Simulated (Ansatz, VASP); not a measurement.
**RuS in VASP and in Ansatz**

```xyz
2
Lattice="0.0000 2.4343 2.4343 2.4343 0.0000 2.4343 2.4343 2.4343 0.0000" Properties=species:S:1:pos:R:3 pbc="T T T"
Ru    2.4343    2.4343    2.4343
S     0.0000    0.0000    0.0000
```

Alike in both runs: task single point; functional PBEsol; k mesh 10 × 10 × 10; occupations gaussian, width 0.05 eV; no spin polarisation.

|  | VASP | Ansatz |
| --- | --- | --- |
| version | VASP 6.6.1 | Ansatz 0.2.0 |
| potentials or method | VASP PAW PBE potentials, release 64 (Ru_pv, S), cutoff 520 eV | scalar-relativistic, plane waves, PAW |
| valence electrons in the cell | 20 | 22 |

Ansatz gave:

```
gap on the k mesh at the Fermi level (eV) : none
pressure (GPa)                            : -3.7
```

Task: What did VASP give for the same quantities?

Result: gap on the k mesh at the Fermi level (eV): none; pressure (GPa): -3.6.

VASP's potentials were made for PBE, not for PBEsol. A gap of «none» marks a metal or a gap that the smearing closes. With one functional, cell and mesh, what is left measures potentials, basis and numerics. VASP's potentials hold 20 valence electrons a cell and Ansatz's 22, so a difference there can come from the potentials and not from the codes.
